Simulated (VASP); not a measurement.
Set up this calculation in VASP 6.6.1, as the native input.

```yaml
Task: single point
Functional: PBEsol
Potentials_or_basis: VASP PAW PBE potentials, release 64 (C, H)
Cutoff: 520 eV
k_mesh: 1 × 1 × 13
Occupations: gaussian, width 0.05 eV
Spin: no spin polarisation
Dipole_correction: no
Further_INCAR_settings: LREAL = Auto; ALGO = Normal; EDIFF = 1e-06; NBANDS = 55
```

The structure of H2C9 (flat sheet) lies in POSCAR:

```
H2C9
1.0
   20.7000000000      0.0000000000      0.0000000000
    0.0000000000      9.3000000000      0.0000000000
    0.0000000000      0.0000000000      4.2822767111
C H
18 4
Direct
    0.7359888561      0.5000000000      0.3399585241
    0.6188284538      0.5000000000      0.3334347795
    0.6780480572      0.5000000000      0.8319656149
    0.5000000000      0.5000000000      0.3326656830
    0.5591703358      0.5000000000      0.8339253653
    0.3811715462      0.5000000000      0.3334347795
    0.4408296642      0.5000000000      0.8339253653
    0.2640111439      0.5000000000      0.3399585241
    0.3219519428      0.5000000000      0.8319656149
    0.6780480572      0.5000000000      0.1680343851
    0.7359888561      0.5000000000      0.6600414759
    0.5591703358      0.5000000000      0.1660746347
    0.6188284538      0.5000000000      0.6665652205
    0.4408296642      0.5000000000      0.1660746347
    0.5000000000      0.5000000000      0.6673343170
    0.3219519428      0.5000000000      0.1680343851
    0.3811715462      0.5000000000      0.6665652205
    0.2640111439      0.5000000000      0.6600414759
    0.7823731853      0.5000000000      0.2188962004
    0.2176268147      0.5000000000      0.2188962004
    0.7823731853      0.5000000000      0.7811037996
    0.2176268147      0.5000000000      0.7811037996
```

These files were run (other wordings do the same):

INCAR

```
  PREC = Accurate
  ENCUT = 520
  EDIFF = 1E-6
  ISMEAR = 0
  SIGMA = 0.05
  LREAL = Auto
  LASPH = T
  NELM = 80
  ALGO = Normal
  ISIF = 2
  LWAVE = F
  LCHARG = T
  GGA = PS
  LELF = T
  LVHAR = T
  NBANDS = 55
```

KPOINTS

```
regular mesh
0
Gamma
  1 1 13
```

Potentials or basis: VASP PAW PBE potentials, release 64 (C, H).

Run with:

```console
$ cat potpaw_PBE.64/C/POTCAR potpaw_PBE.64/H/POTCAR > POTCAR
$ mpirun -np 1 vasp_std > vasp.out
```

Results of the run:

* Largest force: 0.041 eV/Å
* Band gap on the k mesh: 0.78 eV, direct

Caveat: the PAW data sets were made with another functional, which shifts forces and pressure a little.

Wall time 6.5 min on 1 thread of Intel(R) Xeon(R) Platinum 8559C (Emerald Rapids) (shared host), peak memory 0.78 GiB.
